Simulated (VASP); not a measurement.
TlSn, 2 atoms in the cell. The structure is tetragonal, space group P4/mmm (No. 123). Conventional cell: a = 3.615 Å, b = 3.615 Å, c = 4.419 Å, α = 90.00°, β = 90.00°, γ = 90.00°. Tl (site symmetry 4/mmm) has 8 Sn at 3.38 Å and 4 Tl at 3.61 Å within 4.4 Å. Within 4.4 Å of Sn (site symmetry 4/mmm) lie 8 Tl at 3.38 Å and 4 Sn at 3.61 Å.  This cell differs from its parent crystal: zz strain of +1 %.

- Program: VASP 6.6.1
- Task: electric field gradients
- Functional: LDA
- Potentials or basis: VASP PAW LDA potentials, release 64 (Tl_d, Sn_d)
- Cutoff: 520 eV
- k mesh: 9 × 9 × 8
- Occupations: fermi-dirac, width 0.08 eV
- Spin: no spin polarisation
- Dipole correction: no
- Further INCAR settings: ALGO = Normal; EDIFF = 1e-08; NBANDS = 20

Potentials or basis: VASP PAW LDA potentials, release 64 (Tl_d, Sn_d).

Command:

```bash
$ cat potpaw_LDA.64/Tl_d/POTCAR potpaw_LDA.64/Sn_d/POTCAR > POTCAR
$ mpirun -np 1 vasp_std > vasp.out
```

Hardware: 1 thread of Intel(R) Xeon(R) 6975P-C (Granite Rapids), on a shared host.

**Question.** Estimate the wall time of this run.

**Answer.** Run time: 25 s on 1 thread of Intel(R) Xeon(R) 6975P-C (Granite Rapids), with other jobs on the host, peak memory 0.21 GiB. Counts: scf iterations 12, k points 75.
